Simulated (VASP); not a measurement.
Mg9Bi2Sb4:

```
CELL_PARAMETERS angstrom
0.00000 0.00000 7.28600
6.91285 3.99114 0.00000
-6.91285 3.99114 0.00000
ATOMIC_POSITIONS crystal
Mg 0.63000 0.33333 0.33333
Mg 0.63000 0.66667 0.00000
Mg 0.63000 0.00000 0.66667
Mg 0.37000 0.33333 0.00000
Mg 0.37000 0.66667 0.66667
Mg 0.37000 0.00000 0.33333
Mg 0.00000 0.00000 0.00000
Mg 0.00000 0.33333 0.66667
Mg 0.00000 0.66667 0.33333
Bi 0.23500 0.33333 0.33333
Bi 0.76500 0.33333 0.00000
Sb 0.23500 0.66667 0.00000
Sb 0.23500 0.00000 0.66667
Sb 0.76500 0.66667 0.66667
Sb 0.76500 0.00000 0.33333
```

* Program: VASP 6.6.1
* Task: relaxation of cell and atoms
* Functional: PBEsol
* Potentials or basis: VASP PAW PBE potentials, release 64 (Mg, Bi_d, Sb)
* Cutoff: 600 eV
* k mesh: 6 × 6 × 6
* Occupations: gaussian, width 0.03 eV
* Spin: no spin polarisation

At the start: pressure -0.1 GPa; volume 26.80 Å³/atom.

How do energy, volume and symmetry change on relaxing?

Over 17 steps the energy falls by 13.2 meV/atom and the volume is 26.37 Å³/atom (-1.6 %); space group C2/m (No. 12, to 0.1 Å) before and after.

The path:
```tsv
step	energy change (eV)	largest force (eV/Å)	pressure (GPa)	volume (Å³)
1	0.0000	0.7345	-0.14	402.04
2	-0.0935	0.4778	-0.18	400.66
3	-0.1576	0.1509	-0.15	398.37
4	-0.1582	0.1501	-0.14	398.12
5	-0.1826	0.1289	0.04	395.86
6	-0.1883	0.1111	0.17	394.20
7	-0.1911	0.0910	-0.11	396.48
8	-0.1911	0.0900	-0.12	396.59
9	-0.1936	0.0655	-0.07	396.13
10	-0.1954	0.0454	0.01	395.41
11	-0.1955	0.0512	0.02	395.29
12	-0.1968	0.0311	0.01	395.47
13	-0.1973	0.0183	0.00	395.63
14	-0.1974	0.0169	0.00	395.66
15	-0.1978	0.0171	-0.01	395.74
16	-0.1979	0.0182	-0.01	395.77
17	-0.1982	0.0061	0.01	395.61
```

Final structure:
```
Mg Bi Sb
1.0
     0.00040   -0.00023    7.24101
     6.87861    3.97381    0.00026
    -6.87648    3.97014   -0.00051
Mg Bi Sb
9 2 4
Direct
  0.63104 0.33333 0.33677
  0.63067 0.66946 0.99996
  0.63067 0.99720 0.66383
  0.36896 0.33333 0.99656
  0.36933 0.66946 0.66950
  0.36933 0.99720 0.33337
  0.00000 0.98350 0.99175
  0.00000 0.33333 0.66667
  0.00000 0.68317 0.34158
  0.21643 0.33333 0.33262
  0.78357 0.33333 0.00072
  0.22516 0.66665 0.00013
  0.22516 0.00002 0.66682
  0.77484 0.66665 0.66652
  0.77484 0.00002 0.33320
```

Caveat: the PAW data sets were made with another functional, which shifts forces and pressure a little.
